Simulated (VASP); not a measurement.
# Zr2HS4 in VASP: further runs

Runs on Zr2HS4. Level: PBE+D3(BJ). Tasks: single point.

All numbers are computed with VASP 6.6.1; they aren't measurements. Logs are shortened: lines on timing, memory, paths and dates and some standing lists are left out, and cuts for length are marked.

### 1 The cell of the first run

The cell holds a slab with vacuum, 14 atoms: a = 7.298 Å, b = 7.298 Å, c = 20.917 Å, α = 90.00°, β = 90.00°, γ = 120.00°.

### 2 Single point, PBE+D3(BJ)

Contents of INCAR:

```
SYSTEM = Zr2HS4
ALGO = Normal
DIPOL = 0.5 0.5 0.285
EDIFF = 1E-6
ENCUT = 400
GGA = PE
GGA_COMPAT = .False.
IDIPOL = 3
ISIF = 2
ISMEAR = 0
IVDW = 12
LASPH = .True.
LCHARG = .False.
LDIPOL = .True.
LREAL = .False.
LWAVE = .False.
NBANDS = 62
NELM = 120
NELMDL = -8
PREC = Accurate
SIGMA = 0.05
```

Contents of KPOINTS:

```
k-points
0
Gamma
  6 6 1
  0 0 0
```

Contents of POSCAR:

```
Zr2HS4
1.0
    7.2976778227      0.0000000000      0.0000000000
   -3.6488389114      6.3199743831      0.0000000000
    0.0000000000      0.0000000000     20.9171506047
S Zr H
8 4 2
Direct
    0.3333333333      0.1666666667      0.1912306354
    0.3333333333      0.6666666667      0.1912306354
    0.8333333333      0.1666666667      0.1912306354
    0.8333333333      0.6666666667      0.1912306354
    0.1666666667      0.3333333333      0.3306927762
    0.1666666667      0.8333333333      0.3306927762
    0.6666666667      0.3333333333      0.3306927762
    0.6666666667      0.8333333333      0.3306927762
    0.0000000000      0.0000000000      0.2609617058
    0.0000000000      0.5000000000      0.2609617058
    0.5000000000      0.0000000000      0.2609617058
    0.5000000000      0.5000000000      0.2609617058
    0.2969803379      0.7030196621      0.4286984769
    0.3696863288      0.6303136712      0.4286984769
```

Potentials or basis: VASP PAW PBE potentials, release 64 (S, Zr_sv, H).

Command:

```
$ cat potpaw_PBE.64/S/POTCAR potpaw_PBE.64/Zr_sv/POTCAR potpaw_PBE.64/H/POTCAR > POTCAR
$ mpirun -np 1 vasp_std > vasp.out
```

OUTCAR:

```text
SYSTEM = Zr2HS4
   EDIFF = 1E-6
   ENCUT = 400
   GGA = PE
   ISIF = 2
   ISMEAR = 0
   IVDW = 12
   LASPH = .True.
   LREAL = .False.
   NELM = 120
   NELMDL = -8
   PREC = Accurate
 IVDW          = 12

 ion  position               nearest neighbor table
   1  0.333  0.167  0.191-   9 2.56  12 2.56  11 2.56
   2  0.333  0.667  0.191-  10 2.56  11 2.56  12 2.56
   3  0.833  0.167  0.191-  11 2.56  10 2.56   9 2.56
   4  0.833  0.667  0.191-  12 2.56   9 2.56  10 2.56
   5  0.167  0.333  0.331-  12 2.56   9 2.56  10 2.56
   6  0.167  0.833  0.331-  11 2.56  10 2.56   9 2.56
   7  0.667  0.333  0.331-  10 2.56  11 2.56  12 2.56
   8  0.667  0.833  0.331-   9 2.56  12 2.56  11 2.56
   9  0.000  0.000  0.261-   1 2.56   8 2.56   5 2.56   4 2.56   6 2.56   3 2.56  12 3.65  12 3.65
                            11 3.65  11 3.65  10 3.65  10 3.65
  10  0.000  0.500  0.261-   2 2.56   7 2.56   6 2.56   3 2.56   4 2.56   5 2.56  11 3.65  11 3.65
                            12 3.65  12 3.65   9 3.65   9 3.65
  11  0.500  0.000  0.261-   3 2.56   6 2.56   2 2.56   7 2.56   1 2.56   8 2.56  10 3.65  10 3.65
                             9 3.65   9 3.65  12 3.65  12 3.65
  12  0.500  0.500  0.261-   4 2.56   5 2.56   1 2.56   8 2.56   7 2.56   2 2.56   9 3.65   9 3.65
                            10 3.65  10 3.65  11 3.65  11 3.65
  13  0.297  0.703  0.429-
  14  0.370  0.630  0.429-

  LATTYP: Found a hexagonal cell.
 ALAT       =     7.2976778227
 C/A-ratio  =     2.8662748771

  Lattice vectors:

 A1 = (   7.2976778227,   0.0000000000,   0.0000000000)
 A2 = (  -3.6488389114,   6.3199743831,   0.0000000000)
 A3 = (   0.0000000000,   0.0000000000,  20.9171506047)

Analysis of symmetry for initial positions (statically):
=====================================================================
 Subroutine PRICEL returns:
 Original cell was already a primitive cell.

 Routine SETGRP: Setting up the symmetry group for a
 hexagonal supercell.

 Subroutine GETGRP returns: Found  2 space group operations
 (whereof  2 operations were pure point group operations)
 out of a pool of 24 trial point group operations.

The static configuration has the point symmetry C_1h.

Analysis of symmetry for dynamics (positions and initial velocities):
=====================================================================
 Subroutine PRICEL returns:
 Original cell was already a primitive cell.

 Routine SETGRP: Setting up the symmetry group for a
 hexagonal supercell.

 Subroutine GETGRP returns: Found  2 space group operations
 (whereof  2 operations were pure point group operations)
 out of a pool of 24 trial point group operations.

The dynamic configuration has the point symmetry C_1h.

 Subroutine INISYM returns: Found  2 space group operations
 (whereof  2 operations are pure point group operations),
 and found     1 'primitive' translations

----------------------------------------------------------------------------------------

                                     Primitive cell

  volume of cell :     964.7228

  direct lattice vectors                    reciprocal lattice vectors
     7.297677823  0.000000000  0.000000000     0.137029891  0.079114245  0.000000000
    -3.648838911  6.319974383  0.000000000     0.000000000  0.158228489  0.000000000
     0.000000000  0.000000000 20.917150605     0.000000000  0.000000000  0.047807659

  length of vectors
     7.297677823  7.297677823 20.917150605     0.158228489  0.158228489  0.047807659

  position of ions in fractional coordinates (direct lattice)
     0.333333333  0.166666667  0.191230635
     0.333333333  0.666666667  0.191230635
     0.833333333  0.166666667  0.191230635
     0.833333333  0.666666667  0.191230635
     0.166666667  0.333333333  0.330692776
     0.166666667  0.833333333  0.330692776
     0.666666667  0.333333333  0.330692776
     0.666666667  0.833333333  0.330692776
     0.000000000  0.000000000  0.260961706
     0.000000000  0.500000000  0.260961706
     0.500000000  0.000000000  0.260961706
     0.500000000  0.500000000  0.260961706
     0.296980338  0.703019662  0.428698477
     0.369686329  0.630313671  0.428698477

[... 40 lines left out ...]

 Found     13 irreducible k-points:

 Following reciprocal coordinates:
            Coordinates               Weight
  0.000000  0.000000  0.000000      1.000000
  0.166667  0.000000  0.000000      4.000000
 -0.166667  0.166667  0.000000      2.000000
  0.333333  0.000000  0.000000      4.000000
 -0.333333  0.333333  0.000000      2.000000
  0.500000  0.000000  0.000000      2.000000
  0.500000  0.500000  0.000000      1.000000
  0.166667  0.166667  0.000000      2.000000
 -0.166667  0.333333  0.000000      4.000000
  0.333333  0.166667  0.000000      4.000000
 -0.166667  0.500000  0.000000      4.000000
  0.500000  0.333333  0.000000      4.000000
  0.333333  0.333333  0.000000      2.000000
   k-points           NKPTS =     13   k-points in BZ     NKDIM =     13   number of bands    NBANDS=     62
   number of dos      NEDOS =    301   number of ions     NIONS =     14
   total plane-waves  NPLWV = 322560
   dimension x,y,z NGX =    48 NGY =   48 NGZ =  140
   dimension x,y,z NGXF=    96 NGYF=   96 NGZF=  280
   ions per type =               8   4   2
   NGX,Y,Z   is equivalent  to a cutoff of  10.93, 10.93, 11.13 a.u.
   NGXF,Y,Z  is equivalent  to a cutoff of  21.87, 21.87, 22.25 a.u.
 SYSTEM =  Zr2HS4
   PREC   = accura    normal or accurate (medium, high low for compatibility)
   ISTART =      0    job   : 0-new  1-cont  2-samecut
   ICHARG =      2    charge: 1-file 2-atom 10-const
   ISPIN  =      1    spin polarized calculation?
   LNONCOLLINEAR =      F non collinear calculations
   LSORBIT =      F    spin-orbit coupling
   LASPH  =      T    aspherical Exc in radial PAW
   ENCUT  =  400.0 eV  29.40 Ry    5.42 a.u.  11.90 11.90 34.11*2*pi/ulx,y,z
   NELM   =    120;   NELMIN=  2; NELMDL= -8     # of ELM steps
   EDIFF  = 0.1E-05   stopping-criterion for ELM
   LREAL  =      F    real-space projection
   EDIFFG = 0.1E-04   stopping-criterion for IOM
   NSW    =      0    number of steps for IOM
   IBRION =     -1    ionic relax: 0-MD 1-quasi-New 2-CG
   NFREE  =      0    steps in history (QN), initial steepest desc. (CG)
   ISIF   =      2    stress and relaxation
   ISYM   =      2    0-nonsym 1-usesym 2-fastsym
   POTIM  = 0.5000    time-step for ionic-motion
   TEBEG  =    0.0;   TEEND  =   0.0 temperature during run
   PSTRESS=    0.0 pullay stress
   NELECT =      98.0000    total number of electrons
   NUPDOWN=      -1.0000    fix difference up-down
   EMIN   =  10.00;   EMAX   =-10.00  energy-range for DOS
   EFERMI =   0.00;   METHOD = LEGACY
   ISMEAR =     0;   SIGMA  =   0.05  broadening in eV -4-tet -1-fermi 0-gaus
   EFERMI_NEDOS =   21; number of points for ismear=-14 and -15
   IALGO  =     38    algorithm
   IMIX   =      4    mixing-type and parameters
     AMIX     =   0.40;   BMIX     =  1.00
     AMIX_MAG =   1.60;   BMIX_MAG =  1.00
  volume/ion in A,a.u.               =      68.91       465.02
  Fermi-wavevector in a.u.,A,eV,Ry     =   0.763864  1.443494  7.938838  0.583488
  Thomas-Fermi vector in A             =   1.863639
   LORBIT       =      0    0 simple, 1 ext, 2 COOP (PROOUT), +10 PAW based schemes
   GGA     = PE    functional components
   LHFCALC =     F    Hartree Fock is set to
   AEXX    =    0.0000 exact exchange contribution
   IVDW    =    12    specifies the selected vdW correction
   LEPSILON=     F    determine dielectric tensor
   LRPA    =     F    only Hartree local field effects (RPA)
 non-spin polarized calculation
 Gauss-broadening in eV      SIGMA  =   0.05
  energy-cutoff  :      400.00
  volume of cell :      964.72
 maximum number of plane-waves:     17598
   NGX = 23   NGY = 23   NGZ = 69

 dipolmoment           0.000000      0.000000      0.003099 electrons x Angstroem

 number of electron      98.0000015 magnetization

 dipolmoment           0.000000      0.000000     -0.001106 electrons x Angstroem

 Free energy of the ion-electron system (eV)
  ---------------------------------------------------
  ext. energy  EPLUGINS =         0.00000000
  ---------------------------------------------------
  free energy    TOTEN  =       -92.02946496 eV

  energy without entropy =      -92.02946496  energy(sigma->0) =      -92.02946496

 E-fermi :  -3.0509     XC(G=0):  -3.2846

 val. band max:       -3.2804647206   @ k =   0.0000   0.0000   0.0000
 cond. band min:      -2.1810493105   @ k =   0.0000   0.0000   0.0000
 fundamental gap:      1.0994154101
 Fermi energy:        -3.0509415627

 k-point     1 :       0.0000    0.0000    0.0000
  band No.  band energies     occupation
      1     -52.1257      2.00000
      2     -52.1064      2.00000
      3     -52.1056      2.00000
      4     -52.1041      2.00000
      5     -30.3101      2.00000
      6     -30.3084      2.00000
[... 821 lines left out ...]
     60       0.2832      0.00000
     61       0.3049      0.00000
 [bands above 61 left out]

------------------------ aborting loop because EDIFF is reached ----------------------------------------

 vacuum level on the upper side and lower side of the slab       (xc-potential included)        -0.152        -0.135

 Edisp (eV)   -3.10083

 E8    (eV) :    -1.3815

  FORCE on cell =-STRESS in cart. coord.  units (eV):
  Direction    XX          YY          ZZ          XY          YZ          ZX
  --------------------------------------------------------------------------------------
  -------------------------------------------------------------------------------------
  Total      -2.47799    -0.97811     0.25774     1.29893     0.04121    -0.07137
  in kB      -4.11535    -1.62442     0.42805     2.15721     0.06843    -0.11853
  external pressure =       -1.77 kB  Pullay stress =        0.00 kB

 VOLUME and BASIS-vectors are now :
 -----------------------------------------------------------------------------
  energy-cutoff  :      400.00
  volume of cell :      964.72
      direct lattice vectors                 reciprocal lattice vectors
     7.297677823  0.000000000  0.000000000     0.137029891  0.079114245  0.000000000
    -3.648838911  6.319974383  0.000000000     0.000000000  0.158228489  0.000000000
     0.000000000  0.000000000 20.917150605     0.000000000  0.000000000  0.047807659

 POSITION                                       TOTAL-FORCE (eV/Angst)
 -----------------------------------------------------------------------------------
      1.82442      1.05333      4.00000         0.006571     -0.000755     -0.021074
     -0.00000      4.21332      4.00000        -0.005314      0.003068      0.008918
      5.47326      1.05333      4.00000        -0.003651      0.002108     -0.018749
      3.64884      4.21332      4.00000         0.003940     -0.005313     -0.021074
      0.00000      2.10666      6.91715        -0.004632     -0.056238     -0.069132
     -1.82442      5.26665      6.91715        -0.037025      0.021377     -0.025326
      3.64884      2.10666      6.91715        -0.000467      0.000270      0.030093
      1.82442      5.26665      6.91715         0.046387      0.032131     -0.069132
      0.00000      0.00000      5.45858        -0.024620      0.014214     -0.011578
     -1.82442      3.15999      5.45858         0.031095     -0.012226      0.002527
      3.64884      0.00000      5.45858         0.026136     -0.020816      0.002527
      1.82442      3.15999      5.45858        -0.016887      0.009750     -0.002436
     -0.39794      4.44307      8.96715         2.777194     -1.603414      0.088515
      0.39794      3.98357      8.96715        -2.798728      1.615846      0.105921
 -----------------------------------------------------------------------------------
    total drift:                               -0.000003      0.000002      0.000604

  FREE ENERGIE OF THE ION-ELECTRON SYSTEM (eV)
  ---------------------------------------------------
  free  energy   TOTEN  =       -95.1302920312 eV

  energy  without entropy=      -95.1302920312  energy(sigma->0) =      -95.13029203

 vacuum level on the upper side and lower side of the slab         3.014         3.032
```

Run time: 11 min. Hardware: 1 thread of AMD EPYC 9R45 (Zen 5), shared host; peak memory 0.86 GiB.

Results:

- Free energy: -95.1303 eV
- Largest force: 3.233 eV/Å
- Band gap on the k mesh: 1.10 eV
- Dispersion energy per atom: -0.221 eV

Forces in eV/Å, atoms in the order of the input:
```
S    0.007 -0.001 -0.021
S   -0.005  0.003  0.009
S   -0.004  0.002 -0.019
S    0.004 -0.005 -0.021
S   -0.005 -0.056 -0.069
S   -0.037  0.021 -0.025
S    0.000  0.000  0.030
S    0.046  0.032 -0.069
Zr  -0.025  0.014 -0.012
Zr   0.031 -0.012  0.003
Zr   0.026 -0.021  0.003
Zr  -0.017  0.010 -0.002
H    2.777 -1.603  0.089
H   -2.799  1.616  0.106
```

Levels at points of the mesh, in eV from the valence-band top:
```csv
k point,band 46,band 47,band 48,band 49,band 50,band 51,band 52,band 53
"(0.00, 0.00, 0.00)",-0.92,-0.71,0.00,0.00,1.10,1.11,1.13,1.69
"(0.50, 0.00, 0.00)",-0.85,-0.85,-0.50,-0.45,1.49,1.50,2.27,2.28
"(0.50, 0.50, 0.00)",-0.85,-0.85,-0.51,-0.45,1.48,1.50,2.27,2.28
```

### 3 Single point, PBE+D3(BJ)

Contents of INCAR:

```
PREC = Accurate ; ENCUT = 400
EDIFF = 1E-6 ; ISMEAR = 0
SIGMA = 0.05 ; LREAL = False
LASPH = True ; NELM = 120
ALGO = Normal ; ISIF = 2
LWAVE = False ; LCHARG = False
LDIPOL = True ; IDIPOL = 3
DIPOL = 0.5 0.5 0.274 ; GGA = PE
IVDW = 12 ; NBANDS = 62
GGA_COMPAT = False ; NELMDL = -8
```

Contents of KPOINTS:

```
regular mesh
0
Gamma
  6 6 1
```

Changes to POSCAR since step 2:

```diff
@@ -20,3 +20,3 @@
     0.5000000000      0.5000000000      0.2609617058
-    0.2969803379      0.7030196621      0.4286984769
-    0.3696863288      0.6303136712      0.4286984769
+    0.2741954354      0.7258045646      0.3522062227
+    0.3924712313      0.6075287687      0.3522062227
```

Potentials or basis: VASP PAW PBE potentials, release 64 (S, Zr_sv, H).

Command:

```
$ cat potpaw_PBE.64/S/POTCAR potpaw_PBE.64/Zr_sv/POTCAR potpaw_PBE.64/H/POTCAR > POTCAR
$ mpirun -np 1 vasp_std > vasp.out
```

It took 17 min on 1 thread of AMD EPYC 9R45 (Zen 5), shared host; peak memory 0.87 GiB.

Results (log left out):

| Item | Value |
| --- | --- |
| Free energy | -92.0832 eV |
| Largest force | 1.837 eV/Å |
| Band gap on the k mesh | zero (bands 49 and 50 overlap by 0.34 eV) |
| Dispersion energy per atom | -0.224 eV |

Forces in eV/Å, atoms in the order of the input:
```
S   -0.088 -0.065  0.101
S   -0.052  0.030  0.003
S    0.194 -0.112  0.063
S    0.012  0.108  0.101
S   -0.671  0.012  1.038
S    0.558 -0.322  1.720
S   -0.002  0.001  0.350
S   -0.346  0.575  1.038
Zr  -0.483  0.279 -1.511
Zr  -0.508 -1.095 -1.200
Zr   0.695  0.987 -1.200
Zr   0.292 -0.169 -0.426
H   -0.190  0.110  0.347
H    0.588 -0.340 -0.423
```

Levels at points of the mesh, in eV from the Fermi level:
| k point | band 46 | band 47 | band 48 | band 49 | band 50 | band 51 | band 52 | band 53 |
| --- | --- | --- | --- | --- | --- | --- | --- | --- |
| (0.00, 0.00, 0.00) | -2.26 | -1.48 | -1.48 | -0.42 | -0.26 | -0.23 | 0.29 | 0.44 |
| (0.50, 0.00, 0.00) | -2.13 | -2.04 | -1.88 | 0.02 | 0.10 | 0.29 | 0.97 | 1.03 |
| (0.50, 0.50, 0.00) | -2.19 | -1.97 | -1.90 | -0.41 | 0.21 | 0.30 | 0.98 | 1.00 |

(Part 1 of 2 ends here.)
